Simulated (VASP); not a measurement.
A run of VASP 6.6.1 is set up as follows.

The input INCAR:

```
SYSTEM = Be
PREC = Accurate ; ENCUT = 520
EDIFF = 1E-7 ; ISMEAR = -1
SIGMA = 0.05 ; LREAL = .FALSE.
LASPH = .TRUE. ; NELM = 100
ALGO = Normal ; ISIF = 2
LWAVE = .FALSE. ; LCHARG = .FALSE.
NBANDS = 7
```

Contents of KPOINTS:

```
Automatic mesh
0
G
  21 21 21
  0 0 0
```

File POSCAR:

```
Be
1.0
    0.0000000000      1.2490967316      1.2490967316
    1.2490967316      0.0000000000      1.2490967316
    1.2490967316      1.2490967316      0.0000000000
Be
1
Direct
    0.0000000000      0.0000000000      0.0000000000
```

Potentials or basis: VASP PAW LDA potentials, release 64 (Be).

Command:

```bash
$ cat potpaw_LDA.64/Be/POTCAR > POTCAR
$ mpirun -np 1 vasp_std > vasp.out
```

(1) Predict the pressure.

(2) What does it give for the band gap on the k mesh?

Results:

(1) 257.4 GPa.

(2) zero (band 1 reaches 15.00 eV, above the bottom of band 2 at 14.20 eV).
